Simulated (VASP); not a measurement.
Mg5Te2: relaxation of cell and atoms with PBE

The system is Mg5Te2.

```
Mg Te
1.0
     3.25782    1.88090    4.72118
    -3.25782    1.88090    4.72118
     0.00000   -3.76181    4.72118
Mg Te
5 2
Direct
  0.25485 0.25485 0.25485
  0.74515 0.74515 0.74515
  0.50000 0.50000 0.00000
  0.00000 0.50000 0.50000
  0.50000 0.00000 0.50000
  0.00000 0.00000 0.00000
  0.50000 0.50000 0.50000
```

```
Program                : VASP 6.6.1
Task                   : relaxation of cell and atoms
Functional             : PBE
Potentials or basis    : VASP PAW PBE potentials, release 64 (Mg, Te)
Cutoff                 : 600 eV
k mesh                 : 3 × 3 × 3
Occupations            : gaussian, width 0.2 eV
Spin                   : no spin polarisation
Dipole correction      : no
Further INCAR settings : ALGO = Normal; EDIFF = 1e-06; IBRION = 2; EDIFFG = -0.08; NSW = 36; ISIF = 3
```

The relaxed volume is 25.43 Å³/atom. The relaxed cell is a = 6.445 Å, b = 6.445 Å, c = 6.445 Å, α = 57.41°, β = 57.41°, γ = 57.41°. The space group after relaxing (to 0.05 Å) is R-3m (No. 166), the energy gained by relaxing is 1325.7 meV/atom and the ionic steps are 20. The pressure after relaxing is 0.2 GPa and the largest force after relaxing is 0.073 eV/Å. The band gap on the k mesh is zero (band 11 reaches 5.00 eV, above the bottom of band 12 at 3.43 eV).

Forces on the atoms (eV/Å):
```
Mg   0.000  0.000  0.073
Mg   0.000  0.000 -0.073
Mg   0.000  0.000  0.000
Mg   0.000  0.000  0.000
Mg   0.000  0.000  0.000
Te   0.000  0.000  0.000
Te   0.000  0.000  0.000
```

Stress tensor (GPa, compression positive):
```
 0.26  0.00  0.00
 0.00  0.26  0.00
 0.00  0.00 -0.03
```

Step by step:
| step | energy change (eV) | largest force (eV/Å) | pressure (GPa) | volume (Å³) |
| --- | --- | --- | --- | --- |
| 1 | 0.0000 | 7.5422 | 15.67 | 173.58 |
| 2 | -5.8278 | 2.5682 | -1.39 | 241.92 |
| 3 | -5.9454 | 2.0774 | -2.48 | 254.09 |
| 4 | -6.6991 | 2.0435 | -2.43 | 238.04 |
| 5 | -8.4132 | 1.1713 | -0.04 | 193.96 |
| 6 | 5.5063 | 22.0714 | 54.99 | 122.77 |
| 7 | -8.1903 | 1.7073 | 0.72 | 190.95 |
| 8 | -7.4548 | 1.9208 | 11.28 | 154.37 |
| 9 | -8.3391 | 1.3592 | 2.21 | 181.28 |
| 10 | -8.3697 | 0.7777 | 3.93 | 173.09 |
| 11 | -8.7462 | 0.1470 | 3.36 | 171.40 |
| 12 | -8.8654 | 1.2477 | 3.58 | 169.09 |
| 13 | -9.2037 | 0.5941 | 0.81 | 176.92 |
| 14 | -9.2497 | 0.2615 | -0.83 | 183.67 |
| 15 | -9.2544 | 0.3196 | -0.52 | 182.20 |
| 16 | -9.2545 | 0.3306 | -0.46 | 181.93 |
| 17 | -9.2645 | 0.2791 | -0.26 | 180.62 |
| 18 | -9.2754 | 0.1604 | 0.25 | 177.66 |
| 19 | -9.2756 | 0.1405 | 0.36 | 177.17 |
| 20 | -9.2800 | 0.0726 | 0.16 | 178.00 |

Final structure:
```
Mg Te
1.0
     3.09545    1.78716    5.36268
    -3.09545    1.78716    5.36268
     0.00000   -3.57432    5.36268
Mg Te
5 2
Direct
  0.17656 0.17656 0.17656
  0.82344 0.82344 0.82344
  0.50000 0.50000 0.00000
  0.00000 0.50000 0.50000
  0.50000 0.00000 0.50000
  0.00000 0.00000 0.00000
  0.50000 0.50000 0.50000
```

Levels at points of the mesh, in eV from the Fermi level:
```csv
k point,band 8,band 9,band 10,band 11,band 12,band 13,band 14,band 15
"(0.00, 0.00, 0.00)",-3.08,-3.08,-2.06,-1.81,-1.31,-1.31,0.51,0.51
```

It took 3.6 min on 1 thread of Intel(R) Xeon(R) 6975P-C (Granite Rapids) (shared host), peak memory 0.34 GiB.

Caveat: the k points lie up to 0.41 Å⁻¹ apart in the final cell; spin-orbit coupling is left out, which moves the levels of the heavy elements; the relaxation stopped at a loose force limit of 0.08 eV/Å, so its end isn't a converged minimum.
